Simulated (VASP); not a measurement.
# Mg (P6_3/mmc) in VASP: a series of runs

Runs on Mg. Level: PBEsol. Tasks: single point.

All numbers are computed with VASP 6.6.1; they aren't measurements. Logs are shortened: lines on timing, memory, paths and dates and some standing lists are left out, and cuts for length are marked.

**1. The cell of the first run**

It takes space group P6_3/mmc (No. 194, hexagonal). The conventional cell has a = 3.187 Å, b = 3.187 Å, c = 5.114 Å, α = 90.00°, β = 90.00°, γ = 120.00°. Within 4.1 Å of Mg (site symmetry -6m2) lie 12 Mg at 3.15 to 3.19 Å.

**2. Single point, PBEsol**

Contents of INCAR:

```
SYSTEM = Mg
PREC = Accurate
ENCUT = 520
EDIFF = 1E-6
ISMEAR = 0
SIGMA = 0.1
LREAL = .False.
LASPH = .True.
NELM = 60
ALGO = Fast
ISIF = 2
LWAVE = .False.
LCHARG = .False.
GGA = PS
NBANDS = 9
```

Contents of KPOINTS:

```
regular mesh
0
Gamma
  18 18 8
  0 0 0
```

Contents of POSCAR:

```
Mg
1.0
    3.1871890187      0.0000000000      0.0000000000
   -1.5935945094      2.7601866569      0.0000000000
    0.0000000000      0.0000000000      5.1135935889
Mg
2
Direct
    0.3333333333      0.6666666667      0.2500000000
    0.6666666667      0.3333333333      0.7500000000
```

Potentials or basis: VASP PAW PBE potentials, release 64 (Mg).

Launch:

```console
$ cat potpaw_PBE.64/Mg/POTCAR > POTCAR
$ mpirun -np 1 vasp_std > vasp.out
```

OUTCAR:

```text
SYSTEM = Mg
   PREC = Accurate
   ENCUT = 520
   EDIFF = 1E-6
   ISMEAR = 0
   LREAL = .False.
   LASPH = .True.
   NELM = 60
   ISIF = 2
   GGA = PS

 ion  position               nearest neighbor table
   1  0.333  0.667  0.250-   2 3.15   2 3.15   2 3.15   2 3.15   2 3.15   2 3.15
   2  0.667  0.333  0.750-   1 3.15   1 3.15   1 3.15   1 3.15   1 3.15   1 3.15

  LATTYP: Found a hexagonal cell.
 ALAT       =     3.1871890187
 C/A-ratio  =     1.6044211871

  Lattice vectors:

 A1 = (   3.1871890187,   0.0000000000,   0.0000000000)
 A2 = (  -1.5935945094,   2.7601866569,   0.0000000000)
 A3 = (   0.0000000000,   0.0000000000,   5.1135935889)

Analysis of symmetry for initial positions (statically):
=====================================================================
 Subroutine PRICEL returns:
 Original cell was already a primitive cell.

 Routine SETGRP: Setting up the symmetry group for a
 hexagonal supercell.

 Subroutine GETGRP returns: Found 24 space group operations
 (whereof 12 operations were pure point group operations)
 out of a pool of 24 trial point group operations.

The static configuration has the point symmetry D_3d.
 The point group associated with its full space group is D_6h.

Analysis of symmetry for dynamics (positions and initial velocities):
=====================================================================
 Subroutine PRICEL returns:
 Original cell was already a primitive cell.

 Routine SETGRP: Setting up the symmetry group for a
 hexagonal supercell.

 Subroutine GETGRP returns: Found 24 space group operations
 (whereof 12 operations were pure point group operations)
 out of a pool of 24 trial point group operations.

The dynamic configuration has the point symmetry D_3d.
 The point group associated with its full space group is D_6h.

 Subroutine INISYM returns: Found 24 space group operations
 (whereof 12 operations are pure point group operations),
 and found     1 'primitive' translations

----------------------------------------------------------------------------------------

                                     Primitive cell

  volume of cell :      44.9855

  direct lattice vectors                    reciprocal lattice vectors
     3.187189019  0.000000000  0.000000000     0.313756101  0.181147169  0.000000000
    -1.593594509  2.760186657  0.000000000     0.000000000  0.362294339  0.000000000
     0.000000000  0.000000000  5.113593589     0.000000000  0.000000000  0.195557191

  length of vectors
     3.187189019  3.187189019  5.113593589     0.362294339  0.362294339  0.195557191

  position of ions in fractional coordinates (direct lattice)
     0.333333333  0.666666667  0.250000000
     0.666666667  0.333333333  0.750000000

  ion indices of the primitive-cell ions
   primitive index   ion index
                 1           1
                 2           2

----------------------------------------------------------------------------------------

 KPOINTS: regular mesh

Automatic generation of k-mesh.
 Grid dimensions read from file:
 generate k-points for:   18   18    8

 Generating k-lattice:

  Cartesian coordinates                     Fractional coordinates (reciprocal lattice)
     0.017430895  0.010063732  0.000000000     0.055555556  0.000000000  0.000000000
     0.000000000  0.020127463  0.000000000     0.000000000  0.055555556  0.000000000
     0.000000000  0.000000000  0.024444649     0.000000000  0.000000000  0.125000000

  Length of vectors
     0.020127463  0.020127463  0.024444649

  Shift w.r.t. Gamma in fractional coordinates (k-lattice)
     0.000000000  0.000000000  0.000000000

 Subroutine IBZKPT returns following result:
 ===========================================

 Found    185 irreducible k-points:

 Following reciprocal coordinates:
            Coordinates               Weight
  0.000000  0.000000  0.000000      1.000000
  0.055556  0.000000  0.000000      6.000000
  0.111111  0.000000  0.000000      6.000000
  0.166667  0.000000  0.000000      6.000000
  0.222222  0.000000  0.000000      6.000000
  0.277778 -0.000000  0.000000      6.000000
[... 16 lines left out ...]
  0.333333  0.111111  0.000000     12.000000
  0.388889  0.111111  0.000000     12.000000
 [... further k-points ...]
   k-points           NKPTS =    185   k-points in BZ     NKDIM =    185   number of bands    NBANDS=      9
   number of dos      NEDOS =    301   number of ions     NIONS =      2
   total plane-waves  NPLWV =  23040
   dimension x,y,z NGX =    24 NGY =   24 NGZ =   40
   dimension x,y,z NGXF=    48 NGYF=   48 NGZF=   80
   ions per type =               2
   NGX,Y,Z   is equivalent  to a cutoff of  12.52, 12.52, 13.00 a.u.
   NGXF,Y,Z  is equivalent  to a cutoff of  25.04, 25.04, 26.01 a.u.
 SYSTEM =  Mg
   PREC   = accura    normal or accurate (medium, high low for compatibility)
   ISTART =      0    job   : 0-new  1-cont  2-samecut
   ICHARG =      2    charge: 1-file 2-atom 10-const
   ISPIN  =      1    spin polarized calculation?
   LNONCOLLINEAR =      F non collinear calculations
   LSORBIT =      F    spin-orbit coupling
   LASPH  =      T    aspherical Exc in radial PAW
   ENCUT  =  520.0 eV  38.22 Ry    6.18 a.u.   5.93  5.93  9.51*2*pi/ulx,y,z
   NELM   =     60;   NELMIN=  2; NELMDL= -5     # of ELM steps
   EDIFF  = 0.1E-05   stopping-criterion for ELM
   LREAL  =      F    real-space projection
   EDIFFG = 0.1E-04   stopping-criterion for IOM
   NSW    =      0    number of steps for IOM
   IBRION =     -1    ionic relax: 0-MD 1-quasi-New 2-CG
   NFREE  =      0    steps in history (QN), initial steepest desc. (CG)
   ISIF   =      2    stress and relaxation
   ISYM   =      2    0-nonsym 1-usesym 2-fastsym
   POTIM  = 0.5000    time-step for ionic-motion
   TEBEG  =    0.0;   TEEND  =   0.0 temperature during run
   PSTRESS=    0.0 pullay stress
   NELECT =       4.0000    total number of electrons
   NUPDOWN=      -1.0000    fix difference up-down
   EMIN   =  10.00;   EMAX   =-10.00  energy-range for DOS
   EFERMI =   0.00;   METHOD = LEGACY
   ISMEAR =     0;   SIGMA  =   0.10  broadening in eV -4-tet -1-fermi 0-gaus
   EFERMI_NEDOS =   21; number of points for ismear=-14 and -15
   IALGO  =     68    algorithm
   IMIX   =      4    mixing-type and parameters
     AMIX     =   0.40;   BMIX     =  1.00
     AMIX_MAG =   1.60;   BMIX_MAG =  1.00
  volume/ion in A,a.u.               =      22.49       151.79
  Fermi-wavevector in a.u.,A,eV,Ry     =   0.730697  1.380817  7.264397  0.533918
  Thomas-Fermi vector in A             =   1.822731
   LORBIT       =      0    0 simple, 1 ext, 2 COOP (PROOUT), +10 PAW based schemes
   GGA     = PS    functional components
   LHFCALC =     F    Hartree Fock is set to
   AEXX    =    0.0000 exact exchange contribution
   IVDW    =     0    specifies the selected vdW correction
   LEPSILON=     F    determine dielectric tensor
   LRPA    =     F    only Hartree local field effects (RPA)
 non-spin polarized calculation
 RMM-DIIS sequential band-by-band and
 Gauss-broadening in eV      SIGMA  =   0.10
  energy-cutoff  :      520.00
  volume of cell :       44.99
 maximum number of plane-waves:      1228
 NGX is ok and might be reduce to    24
   NGX = 11   NGY = 11   NGZ = 19

 number of electron       4.0000000 magnetization

 Free energy of the ion-electron system (eV)
  ---------------------------------------------------
  ext. energy  EPLUGINS =         0.00000000
  ---------------------------------------------------
  free energy    TOTEN  =        -3.45076518 eV

  energy without entropy =       -3.44631155  energy(sigma->0) =       -3.44853836

 E-fermi :   2.7078     XC(G=0):  -8.5978

 val. band max:        2.6913740636   @ k =   0.3889   0.0000   0.0000
 cond. band min:       2.7098557875   @ k =   0.3889   0.1111   0.3750
 fundamental gap:      0.0184817239
 Fermi energy:         2.7078279818

 k-point     1 :       0.0000    0.0000    0.0000
  band No.  band energies     occupation
      1      -4.3188      2.00000
      2       1.0426      2.00000
      3       1.5724      2.00000
      4      13.6167      0.00000
      5      13.6167      0.00000
      6      13.7474      0.00000
      7      13.7474      0.00000
      8      14.6887      0.00000
      9      16.1969      0.00000

 k-point     2 :       0.0556    0.0000    0.0000
  band No.  band energies     occupation
      1      -4.2577      2.00000
      2       1.0982      2.00000
      3       1.6316      2.00000
      4      12.2036      0.00000
      5      12.8153      0.00000
      6      13.6143      0.00000
      7      14.6363      0.00000
      8      15.3844      0.00000
      9      16.8743      0.00000

 k-point     3 :       0.1111    0.0000    0.0000
  band No.  band energies     occupation
      1      -4.0746      2.00000
      2       1.2651      2.00000
      3       1.8083      2.00000
      4      10.4918      0.00000
      5      12.0509      0.00000
      6      12.8603      0.00000
      7      15.2754      0.00000
      8      15.6171      0.00000
      9      15.6173      0.00000

 k-point     4 :       0.1667    0.0000    0.0000
  band No.  band energies     occupation
      1      -3.7701      2.00000
      2       1.5434      2.00000
      3       2.0989      2.00000
      4       8.8177      0.00000
      5      11.3878      0.00000
      6      12.0325      0.00000
      7      13.6196      0.00000
      8      14.6890      0.00000
      9      16.1456      0.00000

 k-point     5 :       0.2222    0.0000    0.0000
  band No.  band energies     occupation
      1      -3.3456      2.00000
      2       1.9333      2.00000
      3       2.4949      1.99740
      4       7.2311      0.00000
      5      10.8272      0.00000
      6      11.1818      0.00000
      7      12.0245      0.00000
      8      13.5809      0.00000
      9      15.4027      0.00000

 k-point     6 :       0.2778   -0.0000    0.0000
  band No.  band energies     occupation
      1      -2.8027      2.00000
      2       2.4350      1.99989
      3       2.9689      0.00022
      4       5.7697      0.00000
      5      10.2818      0.00000
      6      10.3692      0.00000
      7      10.5209      0.00000
      8      12.6248      0.00000
      9      14.8864      0.00000
[... 169 lines left out ...]
 k-point    21 :       0.2222    0.1111    0.0000
  band No.  band energies     occupation
      1      -2.6224      2.00000
      2       2.6023      1.86435
      3       3.1286      0.00000
      4       5.9161      0.00000
      5       7.8721      0.00000
      6      10.6645      0.00000
      7      11.5205      0.00000
      8      12.7814      0.00000
      9      13.6628      0.00000

 k-point    22 :       0.2778    0.1111    0.0000
  band No.  band energies     occupation
      1      -1.9644      2.00000
      2       3.2161      0.00000
      3       3.4896      0.00000
      4       4.7638      0.00000
      5       7.4422      0.00000
      6       9.2798      0.00000
      7      10.3379      0.00000
      8      12.3644      0.00000
      9      13.3368      0.00000

 k-point    23 :       0.3333    0.1111    0.0000
  band No.  band energies     occupation
      1      -1.1931      2.00000
      2       2.8582      0.03351
      3       3.9414      0.00000
      4       4.7857      0.00000
      5       7.0821      0.00000
      6       7.9960      0.00000
      7       9.2760      0.00000
      8      12.0710      0.00000
      9      13.0959      0.00000

 k-point    24 :       0.3889    0.1111    0.0000
  band No.  band energies     occupation
      1      -0.3121      2.00000
      2       1.7486      2.00000
      3       4.7747      0.00000
      4       5.4369      0.00000
      5       6.7088      0.00000
      6       6.8256      0.00000
      7       8.4664      0.00000
      8      11.8961      0.00000
      9      12.9489      0.00000

 [... further k-points ...]

------------------------ aborting loop because EDIFF is reached ----------------------------------------

  FORCE on cell =-STRESS in cart. coord.  units (eV):
  Direction    XX          YY          ZZ          XY          YZ          ZX
  --------------------------------------------------------------------------------------
  -------------------------------------------------------------------------------------
  Total       -0.0079926     -0.0079926     -0.0137278      0.0000000      0.0000000      0.0000000
  in kB       -0.2846584     -0.2846584     -0.4889208      0.0000000      0.0000000      0.0000000
  external PRESSURE =      -0.3527458 kB  Pullay stress =       0.0000000 kB

 VOLUME and BASIS-vectors are now :
 -----------------------------------------------------------------------------
  energy-cutoff  :      520.00
  volume of cell :       44.99
      direct lattice vectors                 reciprocal lattice vectors
     3.187189019  0.000000000  0.000000000     0.313756101  0.181147169  0.000000000
    -1.593594509  2.760186657  0.000000000     0.000000000  0.362294339  0.000000000
     0.000000000  0.000000000  5.113593589     0.000000000  0.000000000  0.195557191

 POSITION                                       TOTAL-FORCE (eV/Angst)
 -----------------------------------------------------------------------------------
     -0.00000      1.84012      1.27840        -0.000000      0.000000      0.000000
      1.59359      0.92006      3.83520         0.000000     -0.000000      0.000000
 -----------------------------------------------------------------------------------
    total drift:                               -0.000000      0.000000     -0.000000

  FREE ENERGIE OF THE ION-ELECTRON SYSTEM (eV)
  ---------------------------------------------------
  free  energy   TOTEN  =        -3.4507651752 eV

  energy  without entropy=       -3.4463115470  energy(sigma->0) =       -3.44853836
```

Wall time 38 s (1 thread of AMD EPYC 7R13 (Zen 3), shared host); peak memory 0.17 GiB.

What came out:

```yaml
Free_energy: -3.4508 eV
Pressure: 0.0 GPa
Band_gap_on_the_k_mesh: zero (bands 2 and 3 overlap by 2.15 eV)
```

Levels at points of the mesh, in eV from the Fermi level:
| k point | band 1 | band 2 | band 3 | band 4 | band 5 | band 6 | band 7 |
| --- | --- | --- | --- | --- | --- | --- | --- |
| (0.00, 0.00, 0.00) | -7.03 | -1.67 | -1.14 | 10.91 | 10.91 | 11.04 | 11.04 |
| (0.50, 0.00, 0.00) | -2.22 | -2.20 | 2.70 | 3.04 | 3.41 | 3.79 | 6.85 |
| (0.00, 0.00, 0.50) | -5.59 | -5.59 | 5.27 | 5.27 | 11.67 | 11.67 | 11.67 |
| (0.50, 0.00, 0.50) | -1.15 | -1.15 | -0.47 | -0.47 | 8.05 | 8.05 | 8.09 |

Caveat: the PAW data sets were made with another functional, which shifts forces and pressure a little.

**3. Single point, PBEsol**

This run uses another cell than the first one, of 23.24 Å³/atom.

Contents of INCAR:

```
PREC     = Accurate       # precision mode
ENCUT    = 520            # plane-wave cutoff, eV
EDIFF    = 1E-7           # SCF threshold, eV
ISMEAR   = 0              # smearing method
SIGMA    = 0.1            # smearing width, eV
LREAL    = F              # projectors in reciprocal space
LASPH    = T              # aspherical terms in the spheres
NELM     = 60             # most SCF steps
ALGO     = Fast           # electronic algorithm
ISIF     = 2              # what is computed and relaxed
LWAVE    = F              # write WAVECAR
LCHARG   = T              # write CHGCAR
GGA      = PS             # functional
LELF     = T              # ELF
LVHAR    = T            
NBANDS   = 9              # bands
```

Contents of KPOINTS:

```
Automatic mesh
0
Gamma
  18 18 8
```

Contents of POSCAR:

```
Mg
1.0
    3.2093000000      0.0000000000      0.0000000000
   -1.6046500000      2.7793353284      0.0000000000
    0.0000000000      0.0000000000      5.2103000000
Mg
2
Direct
    0.3333333333      0.6666666667      0.2500000000
    0.6666666667      0.3333333333      0.7500000000
```

Potentials or basis: VASP PAW PBE potentials, release 64 (Mg).

Launch:

```console
$ cat potpaw_PBE.64/Mg/POTCAR > POTCAR
$ mpirun -np 1 vasp_std > vasp.out
```

Run time: 42 s. Hardware: 1 thread of AMD EPYC 7R13 (Zen 3), shared host; peak memory 0.18 GiB.

The run converged. Its results:

```yaml
Free_energy: -3.4443 eV
Pressure: -1.2 GPa
Band_gap_on_the_k_mesh: zero (bands 2 and 3 overlap by 2.22 eV)
```

Stress tensor (GPa, compression positive):
```
-1.02  0.00  0.00
 0.00 -1.02  0.00
 0.00  0.00 -1.53
```

Levels at points of the mesh, in eV from the Fermi level:
| k point | band 1 | band 2 | band 3 | band 4 | band 5 |
| --- | --- | --- | --- | --- | --- |
| (0.00, 0.00, 0.00) | -6.88 | -1.67 | -1.24 | 10.85 | 10.85 |
| (0.50, 0.00, 0.00) | -2.13 | -2.12 | 2.64 | 3.01 | 3.24 |
| (0.00, 0.00, 0.50) | -5.50 | -5.50 | 4.99 | 4.99 | 11.60 |
| (0.50, 0.00, 0.50) | -1.09 | -1.09 | -0.45 | -0.45 | 7.97 |

Caveat: the PAW data sets were made with another functional, which shifts forces and pressure a little.

**4. Single point, PBEsol (23.17 Å³/atom)**

This run uses another cell than the first one, of 23.17 Å³/atom.

Contents of INCAR:

```
  PREC = Accurate
  ENCUT = 520
  EDIFF = 1E-7
  ISMEAR = 0
  SIGMA = 0.1
  LREAL = F
  LASPH = T
  NELM = 80
  ALGO = Normal
  ISIF = 2
  LWAVE = F
  LCHARG = F
  GGA = PS
  NBANDS = 9
```

Contents of KPOINTS:

```
regular mesh
0
Gamma
  18 18 8
```

Contents of POSCAR:

```
Mg
1.0
    3.2187473980      0.0000000000      0.0000000000
   -1.6093736990      2.7875170151      0.0000000000
    0.0000000000      0.0000000000      5.1642265213
Mg
2
Direct
    0.3333333333      0.6666666667      0.2500000000
    0.6666666667      0.3333333333      0.7500000000
```

Launch:

```console
$ cat potpaw_PBE.64/Mg/POTCAR > POTCAR
$ mpirun -np 1 vasp_std > vasp.out
```

It took 42 s on 1 thread of AMD EPYC 7R13 (Zen 3), shared host; peak memory 0.18 GiB.

Results (log left out):

- Free energy: -3.4460 eV
- Pressure: -1.1 GPa
- Band gap on the k mesh: zero (bands 2 and 3 overlap by 2.15 eV)

Levels at points of the mesh, in eV from the Fermi level:
| k point | band 1 | band 2 | band 3 | band 4 | band 5 | band 6 |
| --- | --- | --- | --- | --- | --- | --- |
| (0.00, 0.00, 0.00) | -6.90 | -1.62 | -1.14 | 10.74 | 10.74 | 10.81 |
| (0.50, 0.00, 0.00) | -2.17 | -2.17 | 2.65 | 3.03 | 3.32 | 3.71 |
| (0.00, 0.00, 0.50) | -5.49 | -5.49 | 5.17 | 5.17 | 11.50 | 11.50 |
| (0.50, 0.00, 0.50) | -1.11 | -1.11 | -0.47 | -0.47 | 7.88 | 7.88 |

Caveat: the PAW data sets were made with another functional, which shifts forces and pressure a little.

**5. Single point, PBEsol (23.84 Å³/atom)**

This run uses another cell than the first one, of 23.84 Å³/atom.

Contents of INCAR:

```
SYSTEM = Mg
PREC = Accurate
ENCUT = 520
EDIFF = 1E-7
ISMEAR = 0
SIGMA = 0.1
LREAL = .False.
LASPH = .True.
NELM = 60
ALGO = Normal
ISIF = 2
LWAVE = .False.
LCHARG = .True.
GGA = PS
LELF = .True.
LVHAR = .True.
NBANDS = 9
```

Contents of KPOINTS:

```
Automatic mesh
0
Gamma
  18 18 8
  0 0 0
```

Contents of POSCAR:

```
Mg
1.0
    3.2496987910      0.0000000000      0.0000000000
   -1.6248493955      2.8143217076      0.0000000000
    0.0000000000      0.0000000000      5.2138855919
Mg
2
Direct
    0.3333333333      0.6666666667      0.2500000000
    0.6666666667      0.3333333333      0.7500000000
```

Launch:

```console
$ cat potpaw_PBE.64/Mg/POTCAR > POTCAR
$ mpirun -np 1 vasp_std > vasp.out
```

It took 40 s on 1 thread of AMD EPYC 7R13 (Zen 3), shared host; peak memory 0.18 GiB.

It converged, with:

| Property | Result |
| --- | --- |
| Free energy | -3.4329 eV |
| Pressure | -2.0 GPa |
| Band gap on the k mesh | zero (bands 2 and 3 overlap by 2.15 eV) |

Levels at points of the mesh, in eV from the Fermi level:
```
           k point  band 1  band 2  band 3  band 4  band 5  band 6
(0.00, 0.00, 0.00)   -6.78   -1.57   -1.14   10.58   10.58   10.59
(0.50, 0.00, 0.00)   -2.15   -2.12    2.61    3.02    3.24    3.64
(0.00, 0.00, 0.50)   -5.40   -5.40    5.09    5.09   11.33   11.33
(0.50, 0.00, 0.50)   -1.08   -1.08   -0.48   -0.48    7.73    7.73
```

Caveat: the PAW data sets were made with another functional, which shifts forces and pressure a little.

(Continued in part 2 of 2.)

The gap in the log of VASP goes by the Fermi energy; the results here count the filled bands.